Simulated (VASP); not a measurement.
# Zn in VASP: a series of runs, part 2 of 2

VASP 6.6.1. Earlier steps stand in the parts before.

### Step 3. Single point, PBEsol (the cell strained at random)

INCAR reads:

```
PREC = Accurate
ENCUT = 520
EDIFF = 1E-6
ISMEAR = 0
SIGMA = 0.1
LREAL = F
LASPH = T
NELM = 60
ALGO = Fast
ISIF = 2
LWAVE = F
LCHARG = F
GGA = PS
NBANDS = 12
```

KPOINTS reads:

```
Automatic mesh
0
Gamma
  16 16 16
```

POSCAR reads:

```
Zn
1.0
   -0.0263869417      1.8990345950      1.8970698190
    1.8848489123     -0.0199424764      1.8906253538
    1.8719403340      1.8796815514     -0.0070338981
Zn
1
Direct
    0.0000000000      0.0000000000      0.0000000000
```

Potentials or basis: VASP PAW PBE potentials, release 64 (Zn).

Run with:

```
cat potpaw_PBE.64/Zn/POTCAR > POTCAR
mpirun -np 1 vasp_std > vasp.out
```

OUTCAR:

```text
PREC = Accurate
   ENCUT = 520
   EDIFF = 1E-6
   ISMEAR = 0
   LREAL = F
   LASPH = T
   NELM = 60
   ISIF = 2
   GGA = PS

 ion  position               nearest neighbor table
   1  0.000  0.000  0.000-

  LATTYP: Found a triclinic cell.
 ALAT       =     4.6224458596
 B/A-ratio  =     0.5808864456
 C/A-ratio  =     0.5807274561
 COS(alpha) =     0.0010821872
 COS(beta)  =     0.2832468360
 COS(gamma) =     0.8676998766

  Lattice vectors:

 A1 = (   1.8590317557,   3.7793055792,  -1.9046931500)
 A2 = (  -0.0129085783,   1.8996240278,  -1.8976592519)
 A3 = (  -0.0263869417,   1.8990345950,   1.8970698190)

Analysis of symmetry for initial positions (statically):
=====================================================================
 Subroutine PRICEL returns:
 Original cell was already a primitive cell.

 Routine SETGRP: Setting up the symmetry group for a
 triclinic supercell.

 Subroutine GETGRP returns: Found  2 space group operations
 (whereof  2 operations were pure point group operations)
 out of a pool of  2 trial point group operations.

The static configuration has the point symmetry S_2 .

Analysis of symmetry for dynamics (positions and initial velocities):
=====================================================================
 Subroutine PRICEL returns:
 Original cell was already a primitive cell.

 Routine SETGRP: Setting up the symmetry group for a
 triclinic supercell.

 Subroutine GETGRP returns: Found  2 space group operations
 (whereof  2 operations were pure point group operations)
 out of a pool of  2 trial point group operations.

The dynamic configuration has the point symmetry S_2 .

 Subroutine INISYM returns: Found  2 space group operations
 (whereof  2 operations are pure point group operations),
 and found     1 'primitive' translations

----------------------------------------------------------------------------------------

                                     Primitive cell

  volume of cell :      13.6319

  direct lattice vectors                    reciprocal lattice vectors
    -0.026386942  1.899034595  1.897069819    -0.260685680  0.260594891  0.262637982
     1.884848912 -0.019942476  1.890625354     0.262564471 -0.260493673  0.264415556
     1.871940334  1.879681551 -0.007033898     0.266155355  0.265963348 -0.262536765

  length of vectors
     2.684381225  2.669741065  2.652812248     0.452598531  0.454656619  0.458803584

  position of ions in fractional coordinates (direct lattice)
     0.000000000  0.000000000  0.000000000

  ion indices of the primitive-cell ions
   primitive index   ion index
                 1           1

----------------------------------------------------------------------------------------

 KPOINTS: Automatic mesh

Automatic generation of k-mesh.
 Grid dimensions read from file:
 generate k-points for:   16   16   16

 Generating k-lattice:

  Cartesian coordinates                     Fractional coordinates (reciprocal lattice)
    -0.016292855  0.016287181  0.016414874     0.062500000  0.000000000  0.000000000
     0.016410279 -0.016280855  0.016525972     0.000000000  0.062500000  0.000000000
     0.016634710  0.016622709 -0.016408548     0.000000000  0.000000000  0.062500000

  Length of vectors
     0.028287408  0.028416039  0.028675224

  Shift w.r.t. Gamma in fractional coordinates (k-lattice)
     0.000000000  0.000000000  0.000000000

 Subroutine IBZKPT returns following result:
 ===========================================

 Found   2052 irreducible k-points:

 Following reciprocal coordinates:
            Coordinates               Weight
  0.000000  0.000000  0.000000      1.000000
  0.062500  0.000000  0.000000      2.000000
  0.125000  0.000000  0.000000      2.000000
  0.187500  0.000000  0.000000      2.000000
  0.250000  0.000000  0.000000      2.000000
  0.312500  0.000000  0.000000      2.000000
[... 16 lines left out ...]
 -0.187500  0.062500 -0.000000      2.000000
 -0.125000  0.062500  0.000000      2.000000
 [... further k-points ...]
   k-points           NKPTS =   2052   k-points in BZ     NKDIM =   2052   number of bands    NBANDS=     12
   number of dos      NEDOS =    301   number of ions     NIONS =      1
   total plane-waves  NPLWV =   8000
   dimension x,y,z NGX =    20 NGY =   20 NGZ =   20
   dimension x,y,z NGXF=    40 NGYF=   40 NGZF=   40
   ions per type =               1
   NGX,Y,Z   is equivalent  to a cutoff of  12.39, 12.45, 12.53 a.u.
   NGXF,Y,Z  is equivalent  to a cutoff of  24.77, 24.91, 25.07 a.u.
 SYSTEM =  unknown system
   PREC   = accura    normal or accurate (medium, high low for compatibility)
   ISTART =      0    job   : 0-new  1-cont  2-samecut
   ICHARG =      2    charge: 1-file 2-atom 10-const
   ISPIN  =      1    spin polarized calculation?
   LNONCOLLINEAR =      F non collinear calculations
   LSORBIT =      F    spin-orbit coupling
   LASPH  =      T    aspherical Exc in radial PAW
   ENCUT  =  520.0 eV  38.22 Ry    6.18 a.u.   4.99  4.96  4.93*2*pi/ulx,y,z
   NELM   =     60;   NELMIN=  2; NELMDL= -5     # of ELM steps
   EDIFF  = 0.1E-05   stopping-criterion for ELM
   LREAL  =      F    real-space projection
   EDIFFG = 0.1E-04   stopping-criterion for IOM
   NSW    =      0    number of steps for IOM
   IBRION =     -1    ionic relax: 0-MD 1-quasi-New 2-CG
   NFREE  =      0    steps in history (QN), initial steepest desc. (CG)
   ISIF   =      2    stress and relaxation
   ISYM   =      2    0-nonsym 1-usesym 2-fastsym
   POTIM  = 0.5000    time-step for ionic-motion
   TEBEG  =    0.0;   TEEND  =   0.0 temperature during run
   PSTRESS=    0.0 pullay stress
   NELECT =      12.0000    total number of electrons
   NUPDOWN=      -1.0000    fix difference up-down
   EMIN   =  10.00;   EMAX   =-10.00  energy-range for DOS
   EFERMI =   0.00;   METHOD = LEGACY
   ISMEAR =     0;   SIGMA  =   0.10  broadening in eV -4-tet -1-fermi 0-gaus
   EFERMI_NEDOS =   21; number of points for ismear=-14 and -15
   IALGO  =     68    algorithm
   IMIX   =      4    mixing-type and parameters
     AMIX     =   0.40;   BMIX     =  1.00
     AMIX_MAG =   1.60;   BMIX_MAG =  1.00
  volume/ion in A,a.u.               =      13.63        91.99
  Fermi-wavevector in a.u.,A,eV,Ry     =   1.568978  2.964938 33.493339  2.461691
  Thomas-Fermi vector in A             =   2.670929
   LORBIT       =      0    0 simple, 1 ext, 2 COOP (PROOUT), +10 PAW based schemes
   GGA     = PS    functional components
   LHFCALC =     F    Hartree Fock is set to
   AEXX    =    0.0000 exact exchange contribution
   IVDW    =     0    specifies the selected vdW correction
   LEPSILON=     F    determine dielectric tensor
   LRPA    =     F    only Hartree local field effects (RPA)
 non-spin polarized calculation
 RMM-DIIS sequential band-by-band and
 Gauss-broadening in eV      SIGMA  =   0.10
  energy-cutoff  :      520.00
  volume of cell :       13.63
 maximum number of plane-waves:       377
   NGX =  9   NGY =  9   NGZ =  9

 number of electron      12.0000012 magnetization

 Free energy of the ion-electron system (eV)
  ---------------------------------------------------
  ext. energy  EPLUGINS =         0.00000000
  ---------------------------------------------------
  free energy    TOTEN  =        -1.55040806 eV

  energy without entropy =       -1.54899677  energy(sigma->0) =       -1.54970241

 E-fermi :   3.7324     XC(G=0): -12.2998

 val. band max:        3.7320766197   @ k =   0.0625  -0.3750   0.4375
 cond. band min:       3.7705390967   @ k =  -0.0000   0.4375  -0.0000
 fundamental gap:      0.0384624770
 Fermi energy:         3.7323749735

 k-point     1 :       0.0000    0.0000    0.0000
  band No.  band energies     occupation
      1      -7.5537      2.00000
      2      -4.2243      2.00000
      3      -4.1972      2.00000
      4      -4.1543      2.00000
      5      -3.7260      2.00000
      6      -3.7161      2.00000
      7      22.8852      0.00000
      8      23.1752      0.00000
      9      23.7583      0.00000
     10      24.0900      0.00000
     11      25.6937      0.00000
     12      26.1019      0.00000
[... 331 lines left out ...]
 k-point    24 :      -0.1250    0.0625    0.0000
  band No.  band energies     occupation
      1      -6.7871      2.00000
      2      -4.2902      2.00000
      3      -4.1214      2.00000
      4      -4.0745      2.00000
      5      -3.7695      2.00000
      6      -3.6765      2.00000
      7      16.4103      0.00000
      8      19.1228      0.00000
      9      24.0781      0.00000
     10      24.5362      0.00000
     11      27.6368      0.00000
     12      27.7738      0.00000

 [... further k-points ...]

------------------------ aborting loop because EDIFF is reached ----------------------------------------

  FORCE on cell =-STRESS in cart. coord.  units (eV):
  Direction    XX          YY          ZZ          XY          YZ          ZX
  --------------------------------------------------------------------------------------
  -------------------------------------------------------------------------------------
  Total        0.3541910      0.3434382      0.3259198     -0.0254631      0.0188818      0.0019660
  in kB       41.6286786     40.3648900     38.3059189     -2.9927236      2.2192120      0.2310700
  external PRESSURE =      40.0998292 kB  Pullay stress =       0.0000000 kB

 VOLUME and BASIS-vectors are now :
 -----------------------------------------------------------------------------
  energy-cutoff  :      520.00
  volume of cell :       13.63
      direct lattice vectors                 reciprocal lattice vectors
    -0.026386942  1.899034595  1.897069819    -0.260685680  0.260594891  0.262637982
     1.884848912 -0.019942476  1.890625354     0.262564471 -0.260493673  0.264415556
     1.871940334  1.879681551 -0.007033898     0.266155355  0.265963348 -0.262536765

 POSITION                                       TOTAL-FORCE (eV/Angst)
 -----------------------------------------------------------------------------------
      0.00000      0.00000      0.00000         0.000000     -0.000000     -0.000000
 -----------------------------------------------------------------------------------
    total drift:                                0.000000      0.000000      0.000000

  FREE ENERGIE OF THE ION-ELECTRON SYSTEM (eV)
  ---------------------------------------------------
  free  energy   TOTEN  =        -1.5504080568 eV

  energy  without entropy=       -1.5489967691  energy(sigma->0) =       -1.54970241
```

It took 95 s on 1 thread of Intel Xeon 6975P-C (Granite Rapids), shared host; peak memory 0.4 GiB.

What came out:

| Property | Result |
| --- | --- |
| Free energy | -1.5504 eV |
| Pressure | 4.0 GPa |
| Band gap on the k mesh | zero (bands 6 and 7 overlap by 3.66 eV) |

Stress tensor (GPa, compression positive):
```
 4.16 -0.30  0.02
-0.30  4.04  0.22
 0.02  0.22  3.83
```

Levels at points of the mesh, in eV from the Fermi level:
| k point | band 3 | band 4 | band 5 | band 6 | band 7 | band 8 | band 9 | band 10 |
| --- | --- | --- | --- | --- | --- | --- | --- | --- |
| (0.00, 0.00, 0.00) | -7.93 | -7.89 | -7.46 | -7.45 | 19.15 | 19.44 | 20.03 | 20.36 |
| (0.50, 0.00, 0.00) | -7.90 | -7.13 | -7.11 | -3.51 | -1.41 | 16.61 | 16.90 | 18.39 |
| (0.00, 0.50, 0.00) | -7.89 | -7.13 | -7.10 | -3.46 | -1.32 | 16.44 | 16.80 | 18.30 |
| (0.50, 0.50, 0.00) | -7.13 | -7.03 | -7.02 | -1.33 | 2.09 | 8.51 | 9.40 | 12.69 |
| (0.00, 0.00, 0.50) | -7.90 | -7.12 | -7.09 | -3.37 | -1.12 | 16.19 | 16.50 | 18.12 |
| (0.50, 0.00, 0.50) | -7.13 | -7.03 | -7.02 | -1.35 | 2.07 | 8.82 | 9.13 | 12.81 |
| (0.00, 0.50, 0.50) | -7.13 | -7.02 | -7.02 | -1.27 | 2.18 | 8.88 | 8.90 | 12.74 |
| (0.50, 0.50, 0.50) | -7.91 | -7.12 | -7.09 | -3.31 | -1.02 | 16.14 | 16.29 | 17.98 |

Caveat: the cell differs from its parent crystal (the cell strained at random); the cell stands under pressure; the PAW data sets were made with another functional, which shifts forces and pressure a little.

### Step 4. Single point, PBEsol (the cell strained at random)

INCAR reads:

```
SYSTEM = Zn
ALGO = Fast
EDIFF = 1E-6
ENCUT = 520
GGA = PS
ISIF = 2
ISMEAR = 0
LASPH = .True.
LCHARG = .True.
LELF = .True.
LREAL = .False.
LVHAR = .True.
LWAVE = .False.
NBANDS = 12
NELM = 60
PREC = Accurate
SIGMA = 0.1
```

KPOINTS reads:

```
k-points
0
Gamma
  16 16 16
  0 0 0
```

POSCAR reads:

```
Zn
1.0
   -0.0073875578      1.9453640131      1.9506099650
    1.9571526691     -0.0018075939      1.9450300012
    1.9507474994      1.9333788795      0.0045975758
Zn
1
Direct
    0.0000000000      0.0000000000      0.0000000000
```

Run with:

```
cat potpaw_PBE.64/Zn/POTCAR > POTCAR
mpirun -np 1 vasp_std > vasp.out
```

Run time: 1.9 min. Hardware: 1 thread of Intel Xeon 6975P-C (Granite Rapids), shared host; peak memory 0.43 GiB.

The run converged. Its results:

```
Free energy            : -1.5506 eV
Pressure               : -3.2 GPa
Band gap on the k mesh : zero (bands 6 and 7 overlap by 3.66 eV)
```

Stress tensor (GPa, compression positive):
```
-3.19 -0.30 -0.05
-0.30 -3.13  0.25
-0.05  0.25 -3.15
```

Levels at points of the mesh, in eV from the Fermi level:
```csv
k point,band 3,band 4,band 5,band 6,band 7,band 8,band 9,band 10
"(0.00, 0.00, 0.00)",-7.66,-7.65,-7.27,-7.25,18.39,18.61,18.75,19.16
"(0.50, 0.00, 0.00)",-7.65,-6.97,-6.96,-3.07,-1.43,15.50,15.76,17.72
"(0.00, 0.50, 0.00)",-7.66,-6.97,-6.96,-3.04,-1.36,15.44,15.62,17.63
"(0.50, 0.50, 0.00)",-6.98,-6.90,-6.88,-1.06,1.84,8.36,8.65,12.21
"(0.00, 0.00, 0.50)",-7.66,-6.97,-6.95,-2.99,-1.27,15.31,15.51,17.55
"(0.50, 0.00, 0.50)",-6.98,-6.89,-6.88,-1.02,1.91,8.43,8.47,12.18
"(0.00, 0.50, 0.50)",-6.98,-6.89,-6.89,-1.17,1.69,8.53,8.74,12.33
"(0.50, 0.50, 0.50)",-7.65,-6.97,-6.96,-3.02,-1.33,15.32,15.66,17.63
```

Caveat: the cell differs from its parent crystal (the cell strained at random); the cell stands under tension; the PAW data sets were made with another functional, which shifts forces and pressure a little.

### Step 5. Single point, PBEsol (the cell strained at random)

INCAR reads:

```
SYSTEM = Zn
PREC = Accurate
ENCUT = 520
EDIFF = 1E-6
ISMEAR = 0
SIGMA = 0.1
LREAL = .False.
LASPH = .True.
NELM = 80
ALGO = Fast
ISIF = 2
LWAVE = .False.
LCHARG = .True.
GGA = PS
LELF = .True.
LVHAR = .True.
NBANDS = 12
```

KPOINTS reads:

```
Automatic mesh
0
Gamma
  16 16 16
  0 0 0
```

POSCAR reads:

```
Zn
1.0
   -0.0268977834      2.0517959290      1.9815748348
    1.9729494682      0.0042832117      1.9503938397
    1.9673105610      2.0149760268      0.0099221188
Zn
1
Direct
    0.0000000000      0.0000000000      0.0000000000
```

Run with:

```
cat potpaw_PBE.64/Zn/POTCAR > POTCAR
mpirun -np 1 vasp_std > vasp.out
```

Run time: 1.8 min. Hardware: 1 thread of Intel Xeon 6975P-C (Granite Rapids), shared host; peak memory 0.46 GiB.

It converged, with:

| Quantity | Value |
| --- | --- |
| Free energy | -1.5192 eV |
| Pressure | -6.9 GPa |
| Band gap on the k mesh | zero (bands 6 and 7 overlap by 3.85 eV) |

Stress tensor (GPa, compression positive):
```
-6.89 -0.71 -0.33
-0.71 -7.23  0.66
-0.33  0.66 -6.60
```

Levels at points of the mesh, in eV from the Fermi level:
```
           k point  band 4  band 5  band 6  band 7  band 8  band 9
(0.00, 0.00, 0.00)   -7.44   -7.16   -7.10   16.92   17.86   18.13
(0.50, 0.00, 0.00)   -6.89   -6.86   -2.88   -1.75   14.74   15.53
(0.00, 0.50, 0.00)   -6.89   -6.83   -2.69   -1.34   14.22   14.98
(0.50, 0.50, 0.00)   -6.81   -6.78   -0.66    1.95    7.60    8.23
(0.00, 0.00, 0.50)   -6.87   -6.85   -2.66   -1.28   13.79   15.07
(0.50, 0.00, 0.50)   -6.81   -6.79   -1.21    1.12    8.39    8.81
(0.00, 0.50, 0.50)   -6.82   -6.77   -0.84    1.67    7.74    8.55
(0.50, 0.50, 0.50)   -6.89   -6.84   -2.72   -1.40   14.26   14.98
```

Caveat: the cell differs from its parent crystal (the cell strained at random); the cell stands under tension; the PAW data sets were made with another functional, which shifts forces and pressure a little.

### Step 6. Single point, PBEsol

This run uses another cell than the first one: it holds 3 atoms, not 1.

INCAR reads:

```
PREC = Accurate ; ENCUT = 520
EDIFF = 1E-6 ; ISMEAR = 0
SIGMA = 0.1 ; LREAL = F
LASPH = T ; NELM = 80
ALGO = Fast ; ISIF = 2
LWAVE = F ; LCHARG = F
GGA = PS ; NBANDS = 25
```

KPOINTS reads:

```
Automatic mesh
0
Gamma
  18 18 18
```

POSCAR reads:

```
Zn
1.0
    0.0000000000      1.8931349876     -1.8931349876
   -3.8292877486      0.0000000000      0.0000000000
    1.9146438743      1.9765766587      3.8697116463
Zn
3
Direct
    0.0000000000      0.0000000000      0.0000000000
    0.6666666667      0.6666666667      0.3333333333
    0.3333333333      0.3333333333      0.6666666667
```

Potentials or basis: VASP PAW PBE potentials, release 64 (Zn).

Run with:

```
cat potpaw_PBE.64/Zn/POTCAR > POTCAR
mpirun -np 1 vasp_std > vasp.out
```

Wall time 5.1 min (1 thread of Intel Xeon 6975P-C (Granite Rapids), shared host); peak memory 0.7 GiB.

The run converged. Its results:

* Free energy: -4.6814 eV
* Pressure: 0.2 GPa
* Band gap on the k mesh: zero (bands 18 and 19 overlap by 3.38 eV)

Levels at points of the mesh, in eV from the Fermi level:
| k point | band 16 | band 17 | band 18 | band 19 | band 20 | band 21 |
| --- | --- | --- | --- | --- | --- | --- |
| (0.00, 0.00, 0.00) | -7.11 | -1.04 | -1.04 | 1.95 | 1.95 | 3.67 |
| (0.50, 0.00, 0.00) | -4.13 | -4.13 | -1.20 | 1.99 | 6.01 | 6.01 |
| (0.00, 0.50, 0.00) | -6.64 | -6.64 | -3.31 | -1.44 | 6.67 | 6.67 |
| (0.50, 0.50, 0.00) | -3.11 | -1.04 | -0.08 | -0.08 | 0.48 | 0.48 |
| (0.00, 0.00, 0.50) | -6.92 | -6.92 | -1.14 | 2.06 | 8.14 | 9.22 |

Caveat: the PAW data sets were made with another functional, which shifts forces and pressure a little.

### Step 7. Overview

| cell | k mesh | gap on the mesh (eV) | pressure (GPa) |
| --- | --- | --- | --- |
| a = 2.912 Å, angles 60.0°, 1 atom, atomic positions A | 18 × 18 × 18 | none | -10.4 |
| a = 2.684, b = 2.670, c = 2.653 Å, angles 60.6, 60.5, 60.8°, 1 atom, atomic positions A | 16 × 16 × 16 | none | 4.0 |
| a = 2.755, b = 2.759, c = 2.747 Å, angles 59.7, 60.2, 60.2°, 1 atom, atomic positions A | 16 × 16 × 16 | none | -3.2 |
| a = 2.853, b = 2.774, c = 2.816 Å, angles 60.0, 59.3, 61.1°, 1 atom, atomic positions A | 16 × 16 × 16 | none | -6.9 |
| a = 2.677, b = 3.829, c = 4.748 Å, angles 113.8, 106.4, 90.0°, 3 atoms, atomic positions B | 18 × 18 × 18 | none | 0.2 |

Alike in all rows: task single point; level PBEsol; potentials or basis VASP PAW PBE potentials, release 64 (Zn); no spin polarisation; cutoff (eV) 520; smearing gaussian 0.1 eV.

Caveats: the PAW data sets were made with another functional, which shifts forces and pressure a little; the cell stands under tension (at least some runs); the cell stands under pressure (at least some runs).

Absolute energies hang on the potentials; compare differences alone.
